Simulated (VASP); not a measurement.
# La (C2/c) in VASP: notebook

La is run at these levels: PBE; tasks: single point.

Everything below comes from runs of VASP 6.6.1. Logs are shortened: lines on timing, memory, paths and dates and some standing lists are left out, and cuts for length are marked.

## 1. The cell of the first run

The typed cell holds 2 atoms: a = 3.727 Å, b = 3.727 Å, c = 6.021 Å, α = 90.02°, β = 90.02°, γ = 120.01°.

## 2. Single point, PBE (36.21 Å³/atom)

Input file INCAR:

```
SYSTEM = La
  PREC = Accurate
  ENCUT = 520
  EDIFF = 1E-7
  ISMEAR = -1
  SIGMA = 0.1
  LREAL = .FALSE.
  LASPH = .TRUE.
  NELM = 100
  ALGO = Normal
  ISIF = 2
  LWAVE = .FALSE.
  LCHARG = .FALSE.
  GGA = PE
  NBANDS = 18
```

Input file KPOINTS:

```
Automatic mesh
0
G
  11 11 6
  0 0 0
```

Input file POSCAR:

```
La
1.0
   -2.0597381327      2.5046126215      1.8363435421
    2.5046126215     -2.0597381327      1.8363435421
    4.1958243141      4.1958243141     -1.0215551011
La
2
Direct
    0.0413808848      0.9586191152      0.0000000000
    0.7086191152      0.2913808848      0.5000000000
```

Potentials or basis: VASP PAW PBE potentials, release 64 (La).

On the command line:

```console
$ cat potpaw_PBE.64/La/POTCAR > POTCAR
$ mpirun -np 1 vasp_std > vasp.out
```

OUTCAR:

```text
SYSTEM = La
   PREC = Accurate
   ENCUT = 520
   EDIFF = 1E-7
   ISMEAR = -1
   LREAL = .FALSE.
   LASPH = .TRUE.
   NELM = 100
   ISIF = 2
   GGA = PE

 ion  position               nearest neighbor table
   1  0.041  0.959  0.000-
   2  0.709  0.291  0.500-

  LATTYP: Found a base centered monoclinic cell.
 ALAT       =     3.7261853201
 B/A-ratio  =     1.7323257394
 C/A-ratio  =     1.6158843297
 COS(beta)  =    -0.0008300098

  Lattice vectors:

 A1 = (  -2.0597381327,   2.5046126215,   1.8363435421)
 A2 = (   2.5046126215,  -2.0597381327,   1.8363435421)
 A3 = (   4.1958243141,   4.1958243141,  -1.0215551011)

Analysis of symmetry for initial positions (statically):
=====================================================================
 Subroutine PRICEL returns:
 Original cell was already a primitive cell.

 Routine SETGRP: Setting up the symmetry group for a
 base centered monoclinic supercell.

 Subroutine GETGRP returns: Found  4 space group operations
 (whereof  2 operations were pure point group operations)
 out of a pool of  4 trial point group operations.

The static configuration has the point symmetry C_2 .
 The point group associated with its full space group is C_2h.

Analysis of symmetry for dynamics (positions and initial velocities):
=====================================================================
 Subroutine PRICEL returns:
 Original cell was already a primitive cell.

 Routine SETGRP: Setting up the symmetry group for a
 base centered monoclinic supercell.

 Subroutine GETGRP returns: Found  4 space group operations
 (whereof  2 operations were pure point group operations)
 out of a pool of  4 trial point group operations.

The dynamic configuration has the point symmetry C_2 .
 The point group associated with its full space group is C_2h.

 Subroutine INISYM returns: Found  4 space group operations
 (whereof  2 operations are pure point group operations),
 and found     1 'primitive' translations

----------------------------------------------------------------------------------------

                                     Primitive cell

  volume of cell :      72.4107

  direct lattice vectors                    reciprocal lattice vectors
    -2.059738133  2.504612622  1.836343542    -0.077348171  0.141741039  0.264480266
     2.504612622 -2.059738133  1.836343542     0.141741039 -0.077348171  0.264480266
     4.195824314  4.195824314 -1.021555101     0.115752375  0.115752375 -0.028042290

  length of vectors
     3.726628928  3.726628928  6.021084468     0.309875899  0.309875899  0.166083095

  position of ions in fractional coordinates (direct lattice)
     0.041380885  0.958619115  0.000000000
     0.708619115  0.291380885  0.500000000

  ion indices of the primitive-cell ions
   primitive index   ion index
                 1           1
                 2           2

----------------------------------------------------------------------------------------

 KPOINTS: Automatic mesh

Automatic generation of k-mesh.
 Grid dimensions read from file:
 generate k-points for:   11   11    6

 Generating k-lattice:

  Cartesian coordinates                     Fractional coordinates (reciprocal lattice)
    -0.007031652  0.012885549  0.024043661     0.090909091  0.000000000  0.000000000
     0.012885549 -0.007031652  0.024043661     0.000000000  0.090909091  0.000000000
     0.019292062  0.019292062 -0.004673715     0.000000000  0.000000000  0.166666667

  Length of vectors
     0.028170536  0.028170536  0.027680516

  Shift w.r.t. Gamma in fractional coordinates (k-lattice)
     0.000000000  0.000000000  0.000000000

 Subroutine IBZKPT returns following result:
 ===========================================

 Found    204 irreducible k-points:

 Following reciprocal coordinates:
            Coordinates               Weight
  0.000000  0.000000  0.000000      1.000000
  0.090909  0.000000  0.000000      4.000000
  0.181818  0.000000  0.000000      4.000000
  0.272727  0.000000 -0.000000      4.000000
  0.363636  0.000000 -0.000000      4.000000
  0.454545  0.000000  0.000000      4.000000
[... 16 lines left out ...]
 -0.272727  0.181818 -0.000000      4.000000
 -0.181818  0.181818  0.000000      2.000000
 [... further k-points ...]
   k-points           NKPTS =    204   k-points in BZ     NKDIM =    204   number of bands    NBANDS=     18
   number of dos      NEDOS =    301   number of ions     NIONS =      2
   total plane-waves  NPLWV =  37632
   dimension x,y,z NGX =    28 NGY =   28 NGZ =   48
   dimension x,y,z NGXF=    56 NGYF=   56 NGZF=   96
   ions per type =               2
   NGX,Y,Z   is equivalent  to a cutoff of  12.49, 12.49, 13.25 a.u.
   NGXF,Y,Z  is equivalent  to a cutoff of  24.98, 24.98, 26.51 a.u.
 SYSTEM =  La
   PREC   = accura    normal or accurate (medium, high low for compatibility)
   ISTART =      0    job   : 0-new  1-cont  2-samecut
   ICHARG =      2    charge: 1-file 2-atom 10-const
   ISPIN  =      1    spin polarized calculation?
   LNONCOLLINEAR =      F non collinear calculations
   LSORBIT =      F    spin-orbit coupling
   LASPH  =      T    aspherical Exc in radial PAW
   ENCUT  =  520.0 eV  38.22 Ry    6.18 a.u.   6.93  6.93 11.20*2*pi/ulx,y,z
   NELM   =    100;   NELMIN=  2; NELMDL= -5     # of ELM steps
   EDIFF  = 0.1E-06   stopping-criterion for ELM
   LREAL  =      F    real-space projection
   EDIFFG = 0.1E-05   stopping-criterion for IOM
   NSW    =      0    number of steps for IOM
   IBRION =     -1    ionic relax: 0-MD 1-quasi-New 2-CG
   NFREE  =      0    steps in history (QN), initial steepest desc. (CG)
   ISIF   =      2    stress and relaxation
   ISYM   =      2    0-nonsym 1-usesym 2-fastsym
   POTIM  = 0.5000    time-step for ionic-motion
   TEBEG  =    0.0;   TEEND  =   0.0 temperature during run
   PSTRESS=    0.0 pullay stress
   NELECT =      22.0000    total number of electrons
   NUPDOWN=      -1.0000    fix difference up-down
   EMIN   =  10.00;   EMAX   =-10.00  energy-range for DOS
   EFERMI =   0.00;   METHOD = LEGACY
   ISMEAR =    -1;   SIGMA  =   0.10  broadening in eV -4-tet -1-fermi 0-gaus
   EFERMI_NEDOS =   21; number of points for ismear=-14 and -15
   IALGO  =     38    algorithm
   IMIX   =      4    mixing-type and parameters
     AMIX     =   0.40;   BMIX     =  1.00
     AMIX_MAG =   1.60;   BMIX_MAG =  1.00
  volume/ion in A,a.u.               =      36.21       244.33
  Fermi-wavevector in a.u.,A,eV,Ry     =   1.100563  2.079762 16.479891  1.211238
  Thomas-Fermi vector in A             =   2.236976
   LORBIT       =      0    0 simple, 1 ext, 2 COOP (PROOUT), +10 PAW based schemes
   GGA     = PE    functional components
   LHFCALC =     F    Hartree Fock is set to
   AEXX    =    0.0000 exact exchange contribution
   IVDW    =     0    specifies the selected vdW correction
   LEPSILON=     F    determine dielectric tensor
   LRPA    =     F    only Hartree local field effects (RPA)
 non-spin polarized calculation
  energy-cutoff  :      520.00
  volume of cell :       72.41
 maximum number of plane-waves:      1965
   NGX = 13   NGY = 13   NGZ = 23

 number of electron      21.9999998 magnetization

 Free energy of the ion-electron system (eV)
  ---------------------------------------------------
  ext. energy  EPLUGINS =         0.00000000
  ---------------------------------------------------
  free energy    TOTEN  =        -9.76456350 eV

  energy without entropy =       -9.64123903  energy(sigma->0) =       -9.70290126

 E-fermi :   8.1038     XC(G=0):  -9.6640

 val. band max:        8.1031078461   @ k =  -0.2727  -0.4545   0.1667
 cond. band min:       8.1142666120   @ k =  -0.1818   0.0909   0.5000
 fundamental gap:      0.0111587660
 Fermi energy:         8.1037760437

 k-point     1 :       0.0000    0.0000    0.0000
  band No.  band energies     occupation
      1     -24.7152      2.00000
      2     -24.4897      2.00000
      3      -9.1571      2.00000
      4      -7.8735      2.00000
      5      -7.8718      2.00000
      6      -7.6734      2.00000
[... 10 lines left out ...]
     17       9.8311      0.00000
     18       9.9587      0.00000

 k-point     2 :       0.0909    0.0000    0.0000
  band No.  band energies     occupation
      1     -24.7006      2.00000
      2     -24.4829      2.00000
      3      -9.1201      2.00000
      4      -7.9690      2.00000
      5      -7.9033      2.00000
      6      -7.7723      2.00000
[... 10 lines left out ...]
     17       9.8528      0.00000
     18       9.8587      0.00000

 k-point     3 :       0.1818    0.0000    0.0000
  band No.  band energies     occupation
      1     -24.6603      2.00000
      2     -24.4651      2.00000
      3      -9.0145      2.00000
      4      -8.2232      2.00000
      5      -8.0241      2.00000
      6      -7.9799      2.00000
[... 10 lines left out ...]
     17       9.8993      0.00000
     18       9.9390      0.00000

 k-point     4 :       0.2727    0.0000   -0.0000
  band No.  band energies     occupation
      1     -24.6043      2.00000
      2     -24.4444      2.00000
      3      -8.8563      2.00000
      4      -8.5441      2.00000
      5      -8.3283      2.00000
      6      -8.0735      2.00000
[... 375 lines left out ...]
      4      -8.5411      2.00000
      5      -8.5344      2.00000
      6      -8.1110      2.00000
[... 10 lines left out ...]
     17      10.0548      0.00000
     18      10.1072      0.00000

 k-point    23 :      -0.2727    0.1818   -0.0000
  band No.  band energies     occupation
      1     -24.6248      2.00000
      2     -24.4515      2.00000
      3      -8.9158      2.00000
      4      -8.3874      2.00000
      5      -8.2648      2.00000
      6      -8.0103      2.00000
[... 10 lines left out ...]
     17       9.9075      0.00000
     18      10.0356      0.00000

 k-point    24 :      -0.1818    0.1818    0.0000
  band No.  band energies     occupation
      1     -24.6603      2.00000
      2     -24.4652      2.00000
      3      -9.0141      2.00000
      4      -8.2239      2.00000
      5      -8.0238      2.00000
      6      -7.9788      2.00000
[... 10 lines left out ...]
     17       9.8989      0.00000
     18       9.9392      0.00000

 [... further k-points ...]

------------------------ aborting loop because EDIFF is reached ----------------------------------------

  FORCE on cell =-STRESS in cart. coord.  units (eV):
  Direction    XX          YY          ZZ          XY          YZ          ZX
  --------------------------------------------------------------------------------------
  -------------------------------------------------------------------------------------
  Total        0.5419093      0.5419093      0.5382219      0.0013292      0.0021618      0.0021618
  in kB       11.9904133     11.9904133     11.9088258      0.0294094      0.0478327      0.0478323
  external PRESSURE =      11.9632175 kB  Pullay stress =       0.0000000 kB

 VOLUME and BASIS-vectors are now :
 -----------------------------------------------------------------------------
  energy-cutoff  :      520.00
  volume of cell :       72.41
      direct lattice vectors                 reciprocal lattice vectors
    -2.059738133  2.504612622  1.836343542    -0.077348171  0.141741039  0.264480266
     2.504612622 -2.059738133  1.836343542     0.141741039 -0.077348171  0.264480266
     4.195824314  4.195824314 -1.021555101     0.115752375  0.115752375 -0.028042290

 POSITION                                       TOTAL-FORCE (eV/Angst)
 -----------------------------------------------------------------------------------
      2.31574     -1.87086      1.83634        -0.000856      0.000856      0.000000
      1.36814      3.27256      1.32557         0.000856     -0.000856     -0.000000
 -----------------------------------------------------------------------------------
    total drift:                                0.000000     -0.000000     -0.000000

  FREE ENERGIE OF THE ION-ELECTRON SYSTEM (eV)
  ---------------------------------------------------
  free  energy   TOTEN  =        -9.7645634956 eV

  energy  without entropy=       -9.6412390340  energy(sigma->0) =       -9.70290126
```

Wall time 2.6 min (1 thread of Intel Xeon 6975P-C (Granite Rapids), shared host); peak memory 0.39 GiB.

What came out:

```
Free energy            : -9.7646 eV
Pressure               : 1.2 GPa
Band gap on the k mesh : zero (bands 11 and 12 overlap by 1.51 eV)
```

Caveat: spin-orbit coupling is left out, which moves the levels of the heavy elements.

## 3. Single point, PBE

This run uses another cell than the first one, of 37.71 Å³/atom.

Input file INCAR:

```
SYSTEM = La
PREC = Accurate
ENCUT = 520
EDIFF = 1E-7
ISMEAR = -1
SIGMA = 0.1
LREAL = .FALSE.
LASPH = .TRUE.
NELM = 60
ALGO = Normal
ISIF = 2
LWAVE = .FALSE.
LCHARG = .TRUE.
GGA = PE
LELF = .TRUE.
LVHAR = .TRUE.
NBANDS = 18
ISYM = 0
```

Input file KPOINTS:

```
regular mesh
0
G
  10 10 7
  0 0 0
```

Input file POSCAR:

```
La
1.0
   -2.0879572302      2.5389266474      1.8615020594
    2.5389266474     -2.0879572302      1.8615020594
    4.2533085027      4.2533085027     -1.0355507457
La
2
Direct
    0.0413808848      0.9586191152      0.0000000000
    0.7086191152      0.2913808848      0.5000000000
```

Potentials or basis: VASP PAW PBE potentials, release 64 (La).

On the command line:

```console
$ cat potpaw_PBE.64/La/POTCAR > POTCAR
$ mpirun -np 1 vasp_std > vasp.out
```

It took 4.4 min on 1 thread of Intel Xeon 6975P-C (Granite Rapids), shared host; peak memory 0.57 GiB.

It converged, with:

| Quantity | Value |
| --- | --- |
| Free energy | -9.7788 eV |
| Pressure | 0.1 GPa |
| Band gap on the k mesh | zero (bands 11 and 12 overlap by 1.43 eV) |

Levels at points of the mesh, in eV from the Fermi level:
```tsv
k point	band 8	band 9	band 10	band 11	band 12	band 13	band 14	band 15
(0.00, 0.00, 0.00)	-15.88	-3.18	-1.72	1.11	1.32	1.32	1.54	1.62
(0.50, 0.00, 0.00)	-16.07	-1.55	-1.14	-1.11	1.15	1.23	1.30	1.49
(0.00, 0.50, 0.00)	-16.07	-1.55	-1.14	-1.11	1.15	1.23	1.30	1.49
(0.50, 0.50, 0.00)	-16.07	-1.55	-1.14	-1.10	1.15	1.23	1.29	1.49
```

Caveat: spin-orbit coupling is left out, which moves the levels of the heavy elements.
